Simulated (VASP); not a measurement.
# AgI (F-43m) in VASP: notebook, part 2 of 3

VASP 6.6.1. Earlier steps stand in the parts before.

**3. Relaxation of cell and atoms, PBEsol, target pressure 4 GPa, at which the enthalpy is minimised**

Input file INCAR:

```
PREC = Accurate
ENCUT = 500
EDIFF = 1E-7
ISMEAR = 0
SIGMA = 0.01
LREAL = False
LASPH = True
NELM = 120
ALGO = Normal
ISIF = 3
LWAVE = False
LCHARG = False
GGA = PS
IBRION = 2
NSW = 100
EDIFFG = -0.002
PSTRESS = 40.0
GGA_COMPAT = False
NELMIN = 4
```

Input file KPOINTS:

```
regular mesh
0
Gamma
  6 6 6
```

Input file POSCAR:

```
AgI
1.0
    3.2250452875      3.2250452875      0.0000000000
   -3.2250452875      3.2250452875      0.0000000000
    0.0000000000      3.2250452875      3.2250452875
Ag I
1 1
Direct
    0.0000000000      0.0000000000      0.0000000000
    0.7500000000      0.2500000000      0.5000000000
```

Potentials or basis: VASP PAW PBE potentials, release 64 (Ag, I).

Command:

```console
$ cat potpaw_PBE.64/Ag/POTCAR potpaw_PBE.64/I/POTCAR > POTCAR
$ mpirun -np 1 vasp_std > vasp.out
```

OUTCAR:

```text
PREC = Accurate
   ENCUT = 500
   EDIFF = 1E-7
   ISMEAR = 0
   LREAL = False
   LASPH = True
   NELM = 120
   ISIF = 3
   GGA = PS
   IBRION = 2
   NSW = 100
   EDIFFG = -0.002
   PSTRESS = 40.0
   NELMIN = 4

 ion  position               nearest neighbor table
   1  0.000  0.000  0.000-   2 2.79   2 2.79   2 2.79   2 2.79
   2  0.750  0.250  0.500-   1 2.79   1 2.79   1 2.79   1 2.79

  LATTYP: Found a face centered cubic cell.
 ALAT       =     6.4500905750

  Lattice vectors:

 A1 = (   0.0000000000,   3.2250452875,   3.2250452875)
 A2 = (   3.2250452875,   0.0000000000,   3.2250452875)
 A3 = (   3.2250452875,   3.2250452875,   0.0000000000)

Analysis of symmetry for initial positions (statically):
=====================================================================
 Subroutine PRICEL returns:
 Original cell was already a primitive cell.

 Routine SETGRP: Setting up the symmetry group for a
 face centered cubic supercell.

 Subroutine GETGRP returns: Found 24 space group operations
 (whereof 24 operations were pure point group operations)
 out of a pool of 48 trial point group operations.

The static configuration has the point symmetry T_d .

Analysis of symmetry for dynamics (positions and initial velocities):
=====================================================================
 Subroutine PRICEL returns:
 Original cell was already a primitive cell.

 Routine SETGRP: Setting up the symmetry group for a
 face centered cubic supercell.

 Subroutine GETGRP returns: Found 24 space group operations
 (whereof 24 operations were pure point group operations)
 out of a pool of 48 trial point group operations.

The dynamic configuration has the point symmetry T_d .

 Subroutine INISYM returns: Found 24 space group operations
 (whereof 24 operations are pure point group operations),
 and found     1 'primitive' translations

----------------------------------------------------------------------------------------

                                     Primitive cell

  volume of cell :      67.0869

  direct lattice vectors                    reciprocal lattice vectors
     3.225045287  3.225045287  0.000000000     0.155036583  0.155036583 -0.155036583
    -3.225045287  3.225045287  0.000000000    -0.155036583  0.155036583 -0.155036583
     0.000000000  3.225045287  3.225045287     0.000000000  0.000000000  0.310073165

  length of vectors
     4.560902785  4.560902785  4.560902785     0.268531238  0.268531238  0.310073165

  position of ions in fractional coordinates (direct lattice)
     0.000000000  0.000000000  0.000000000
     0.750000000  0.250000000  0.500000000

  ion indices of the primitive-cell ions
   primitive index   ion index
                 1           1
                 2           2

----------------------------------------------------------------------------------------

 KPOINTS: regular mesh

Automatic generation of k-mesh.
 Grid dimensions read from file:
 generate k-points for:    6    6    6

 Generating k-lattice:

  Cartesian coordinates                     Fractional coordinates (reciprocal lattice)
     0.025839430  0.025839430 -0.025839430     0.166666667  0.000000000  0.000000000
    -0.025839430  0.025839430 -0.025839430     0.000000000  0.166666667  0.000000000
     0.000000000  0.000000000  0.051678861     0.000000000  0.000000000  0.166666667

  Length of vectors
     0.044755206  0.044755206  0.051678861

  Shift w.r.t. Gamma in fractional coordinates (k-lattice)
     0.000000000  0.000000000  0.000000000

 Subroutine IBZKPT returns following result:
 ===========================================

 Found     16 irreducible k-points:

 Following reciprocal coordinates:
            Coordinates               Weight
  0.000000  0.000000  0.000000      1.000000
  0.166667  0.000000  0.000000      8.000000
  0.333333  0.000000  0.000000      8.000000
  0.500000  0.000000  0.000000      4.000000
  0.166667  0.166667  0.000000     12.000000
  0.333333  0.166667  0.000000     24.000000
[... 8 lines left out ...]
  0.500000  0.333333  0.166667     24.000000
  0.500000  0.500000  0.166667     12.000000
   k-points           NKPTS =     16   k-points in BZ     NKDIM =     16   number of bands    NBANDS=     13
   number of dos      NEDOS =    301   number of ions     NIONS =      2
   total plane-waves  NPLWV =  46656
   dimension x,y,z NGX =    36 NGY =   36 NGZ =   36
   dimension x,y,z NGXF=    72 NGYF=   72 NGZF=   72
   ions per type =               1   1
   NGX,Y,Z   is equivalent  to a cutoff of  13.12, 13.12, 13.12 a.u.
   NGXF,Y,Z  is equivalent  to a cutoff of  26.24, 26.24, 26.24 a.u.
 SYSTEM =  unknown system
   PREC   = accura    normal or accurate (medium, high low for compatibility)
   ISTART =      0    job   : 0-new  1-cont  2-samecut
   ICHARG =      2    charge: 1-file 2-atom 10-const
   ISPIN  =      1    spin polarized calculation?
   LNONCOLLINEAR =      F non collinear calculations
   LSORBIT =      F    spin-orbit coupling
   LASPH  =      T    aspherical Exc in radial PAW
   ENCUT  =  500.0 eV  36.75 Ry    6.06 a.u.   8.32  8.32  8.32*2*pi/ulx,y,z
   NELM   =    120;   NELMIN=  4; NELMDL= -5     # of ELM steps
   EDIFF  = 0.1E-06   stopping-criterion for ELM
   LREAL  =      F    real-space projection
   EDIFFG = -.2E-02   stopping-criterion for IOM
   NSW    =    100    number of steps for IOM
   IBRION =      2    ionic relax: 0-MD 1-quasi-New 2-CG
   NFREE  =      1    steps in history (QN), initial steepest desc. (CG)
   ISIF   =      3    stress and relaxation
   ISYM   =      2    0-nonsym 1-usesym 2-fastsym
   POTIM  = 0.5000    time-step for ionic-motion
   TEBEG  =    0.0;   TEEND  =   0.0 temperature during run
   PSTRESS=   40.0 pullay stress
   NELECT =      18.0000    total number of electrons
   NUPDOWN=      -1.0000    fix difference up-down
   EMIN   =  10.00;   EMAX   =-10.00  energy-range for DOS
   EFERMI =   0.00;   METHOD = LEGACY
   ISMEAR =     0;   SIGMA  =   0.01  broadening in eV -4-tet -1-fermi 0-gaus
   EFERMI_NEDOS =   21; number of points for ismear=-14 and -15
   IALGO  =     38    algorithm
   IMIX   =      4    mixing-type and parameters
     AMIX     =   0.40;   BMIX     =  1.00
     AMIX_MAG =   1.60;   BMIX_MAG =  1.00
  volume/ion in A,a.u.               =      33.54       226.36
  Fermi-wavevector in a.u.,A,eV,Ry     =   1.055893  1.995348 15.169268  1.114910
  Thomas-Fermi vector in A             =   2.191108
   LORBIT       =      0    0 simple, 1 ext, 2 COOP (PROOUT), +10 PAW based schemes
   GGA     = PS    functional components
   LHFCALC =     F    Hartree Fock is set to
   AEXX    =    0.0000 exact exchange contribution
   IVDW    =     0    specifies the selected vdW correction
   LEPSILON=     F    determine dielectric tensor
   LRPA    =     F    only Hartree local field effects (RPA)
 conjugate gradient relaxation of ions
 non-spin polarized calculation
 Gauss-broadening in eV      SIGMA  =   0.01
  energy-cutoff  :      500.00
  volume of cell :       67.09
 maximum number of plane-waves:      1724
 NGX is ok and might be reduce to    36
   NGX = 17   NGY = 17   NGZ = 17

--------------------------------------- Ionic step        1  -------------------------------------------

 number of electron      17.9999998 magnetization

 Free energy of the ion-electron system (eV)
  ---------------------------------------------------
  ext. energy  EPLUGINS =         0.00000000
  ---------------------------------------------------
  free energy    TOTEN  =        -5.45349563 eV

  energy without entropy =       -5.45349563  energy(sigma->0) =       -5.45349563

------------------------ aborting loop because EDIFF is reached ----------------------------------------

  FORCE on cell =-STRESS in cart. coord.  units (eV):
  Direction    XX          YY          ZZ          XY          YZ          ZX
  --------------------------------------------------------------------------------------
  -------------------------------------------------------------------------------------
  Total       -0.0076534     -0.0076534     -0.0076534      0.0000000     -0.0000000      0.0000000
  in kB       -0.1827789     -0.1827789     -0.1827789      0.0000000     -0.0000000      0.0000000
  external PRESSURE =     -40.1827789 kB  Pullay stress =      40.0000000 kB
[... 61 lines left out ...]
  enthalpy is  TOTEN    =        -3.8488827973 eV   P V=        1.4791290104

--------------------------------------- Ionic step        3  -------------------------------------------

 number of electron      18.0000001 magnetization

 Free energy of the ion-electron system (eV)
  ---------------------------------------------------
  ext. energy  EPLUGINS =         0.00000000
  ---------------------------------------------------
  free energy    TOTEN  =        -5.38697937 eV

  energy without entropy =       -5.38697937  energy(sigma->0) =       -5.38697937

 E-fermi :   4.3961     XC(G=0):  -9.1729

 val. band max:        4.3550097347   @ k =   0.0000   0.0000   0.0000
 cond. band min:       5.5535057821   @ k =   0.0000   0.0000   0.0000
 fundamental gap:      1.1984960474
 Fermi energy:         4.3961031637

 k-point     1 :       0.0000    0.0000    0.0000
  band No.  band energies     occupation
      1      -9.1796      2.00000
      2      -0.6299      2.00000
      3      -0.6299      2.00000
      4      -0.6299      2.00000
      5       0.7098      2.00000
      6       0.7098      2.00000
      7       4.3550      2.00000
      8       4.3550      2.00000
      9       4.3550      2.00000
     10       5.5535      0.00000
     11       9.8054      0.00000
     12       9.8054      0.00000
     13       9.8054      0.00000
[... 267 lines left out ...]
  FREE ENERGIE OF THE ION-ELECTRON SYSTEM (eV)
  ---------------------------------------------------
  free  energy   TOTEN  =        -5.3869793737 eV

  energy  without entropy=       -5.3869793737  energy(sigma->0) =       -5.38697937

  enthalpy is  TOTEN    =        -3.8598754557 eV   P V=        1.5271039180

 reached required accuracy - stopping structural energy minimisation
```

CONTCAR:

```text
AgI
   1.00000000000000
     3.1272533200764197    3.1272533200764197    0.0000000000000000
    -3.1272533200764197    3.1272533200764197   -0.0000000000000000
     0.0000000000000000    3.1272533200764197    3.1272533200764197
  Ag              I
     1     1
Direct
     0.0000000000000000    0.0000000000000000    0.0000000000000000
     0.7500000000000000    0.2500000000000000    0.5000000000000000

  0.00000000E+00  0.00000000E+00  0.00000000E+00
  0.00000000E+00  0.00000000E+00  0.00000000E+00
```

It took 51 s on 1 thread of Intel Xeon 6975P-C, shared host; peak memory 0.22 GiB.

What came out:

```yaml
Free_energy: -5.3870 eV
Relaxed_volume: 30.58 Å³/atom
Relaxed_cell: a = 4.423 Å, b = 4.423 Å, c = 4.423 Å, α = 60.00°, β = 60.00°, γ = 90.00°
Space_group_after_relaxing_to_0.05_Å: F-43m (No. 216)
Energy_change_on_relaxing_the_enthalpy_is_what_falls: +33.3 meV/atom
Ionic_steps: 3
Pressure_after_relaxing: 4.0 GPa
Band_gap_on_the_k_mesh: 1.20 eV, direct
```

The path:
```csv
step,energy change (eV),largest force (eV/Å),pressure (GPa),volume (Å³)
1,0.0000,0.0000,-0.02,67.09
2,0.1255,0.0000,5.89,59.25
3,0.0665,0.0000,4.00,61.17
```

Final structure:
```cif
data_structure
_symmetry_space_group_name_H-M 'P 1'
_symmetry_Int_Tables_number 1
_cell_length_a 4.4226
_cell_length_b 4.4226
_cell_length_c 4.4226
_cell_angle_alpha 60.000
_cell_angle_beta 60.000
_cell_angle_gamma 90.000
_cell_volume 61.17
loop_
_atom_site_label
_atom_site_type_symbol
_atom_site_fract_x
_atom_site_fract_y
_atom_site_fract_z
_atom_site_occupancy
Ag1 Ag 0.00000 0.00000 0.00000 1
I1 I 0.75000 0.25000 0.50000 1
```

Caveat: the cell is relaxed towards a set pressure, so the enthalpy falls and the energy may rise; the PAW data sets were made with another functional, which shifts forces and pressure a little; spin-orbit coupling is left out, which moves the levels of the heavy elements. As with any semilocal functional, this PBEsol gap is likely too small.

**4. Relaxation of cell and atoms, PBEsol, target pressure 7 GPa, at which the enthalpy is minimised**

Input file INCAR:

```
SYSTEM = AgI
  PREC = Accurate
  ENCUT = 500
  EDIFF = 1E-7
  ISMEAR = 0
  SIGMA = 0.01
  LREAL = .FALSE.
  LASPH = .TRUE.
  NELM = 120
  ALGO = Normal
  ISIF = 3
  LWAVE = .FALSE.
  LCHARG = .FALSE.
  GGA = PS
  IBRION = 2
  NSW = 100
  EDIFFG = -0.002
  PSTRESS = 70.0
  GGA_COMPAT = .FALSE.
  NELMIN = 4
```

Input file KPOINTS:

```
Automatic mesh
0
G
  6 6 6
  0 0 0
```

POSCAR is that of step 3.

Command:

```console
$ cat potpaw_PBE.64/Ag/POTCAR potpaw_PBE.64/I/POTCAR > POTCAR
$ mpirun -np 1 vasp_std > vasp.out
```

Wall time 67 s (1 thread of Intel Xeon 6975P-C, shared host); peak memory 0.21 GiB.

The run converged. Its results:

| Property | Result |
| --- | --- |
| Free energy | -5.2884 eV |
| Relaxed volume | 29.13 Å³/atom |
| Relaxed cell | a = 4.351 Å, b = 4.351 Å, c = 4.351 Å, α = 60.00°, β = 60.00°, γ = 90.00° |
| Space group after relaxing (to 0.05 Å) | F-43m (No. 216) |
| Energy change on relaxing (the enthalpy is what falls) | +82.6 meV/atom |
| Ionic steps | 6 |
| Pressure after relaxing | 7.0 GPa |
| Band gap on the k mesh | 1.20 eV, direct |

Step by step:
```
step  energy change (eV)  largest force (eV/Å)  pressure (GPa)  volume (Å³)
   1              0.0000                0.0000           -0.02        67.09
   2              0.4444                0.0000           13.58        53.81
   3              0.1628                0.0000            6.93        58.31
   4              0.1701                0.0000            7.13        58.15
   5              0.1623                0.0000            6.94        58.32
   6              0.1651                0.0000            6.99        58.26
```

Final structure:
```xyz
2
Lattice="3.0769 3.0769 0.0000 -3.0769 3.0769 0.0000 0.0000 3.0769 3.0769" Properties=species:S:1:pos:R:3 pbc="T T T"
Ag   -3.0769    3.0769    0.0000
I     1.5384    4.6153    1.5384
```

Levels at points of the mesh, in eV from the valence-band top:
| k point | band 7 | band 8 | band 9 | band 10 | band 11 | band 12 |
| --- | --- | --- | --- | --- | --- | --- |
| (0.00, 0.00, 0.00) | 0.00 | 0.00 | 0.00 | 1.20 | 5.34 | 5.34 |
| (0.50, 0.00, 0.00) | -3.71 | -1.00 | -1.00 | 2.53 | 5.91 | 5.91 |
| (0.50, 0.50, 0.00) | -3.34 | -2.42 | -2.42 | 3.01 | 3.60 | 9.00 |

Caveat: the cell is relaxed towards a set pressure, so the enthalpy falls and the energy may rise; the PAW data sets were made with another functional, which shifts forces and pressure a little; spin-orbit coupling is left out, which moves the levels of the heavy elements.

[end of part 2 of 3]
